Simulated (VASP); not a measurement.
A run of VASP 6.6.1 is set up as follows.

Contents of INCAR:

```
SYSTEM = I
PREC = Accurate
ENCUT = 520
EDIFF = 1E-6
ISMEAR = 0
SIGMA = 0.1
LREAL = .FALSE.
LASPH = .TRUE.
NELM = 80
ALGO = Fast
ISIF = 2
LWAVE = .FALSE.
LCHARG = .FALSE.
GGA = PS
NBANDS = 18
```

File KPOINTS:

```
Automatic mesh
0
G
  6 6 4
  0 0 0
```

POSCAR

```
I
1.0
    4.7041251411      0.0000000001      0.0000000000
   -2.3520625706      4.0738918747      0.0000000000
    0.0000000000      0.0000000000      6.0164628620
I
3
Direct
    0.3335005350      0.0000000000      0.3333333333
    0.0000000000      0.3335005350      0.6666666667
    0.6664994650      0.6664994650      0.0000000000
```

Potentials or basis: VASP PAW PBE potentials, release 64 (I).

The run is started by

```sh
$ cat potpaw_PBE.64/I/POTCAR > POTCAR
$ mpirun -np 1 vasp_std > vasp.out
```

(1) Predict the pressure.

(2) Predict the band gap on the k mesh.

Results:

(1) 0.0 GPa.

(2) zero (an odd number of electrons rules out a gap without spin polarisation).

Caveat: the PAW data sets were made with another functional, which shifts forces and pressure a little; spin-orbit coupling is left out, which moves the levels of the heavy elements; an odd number of electrons without spin polarisation forces a metal; a magnetic or distorted state may lie lower.
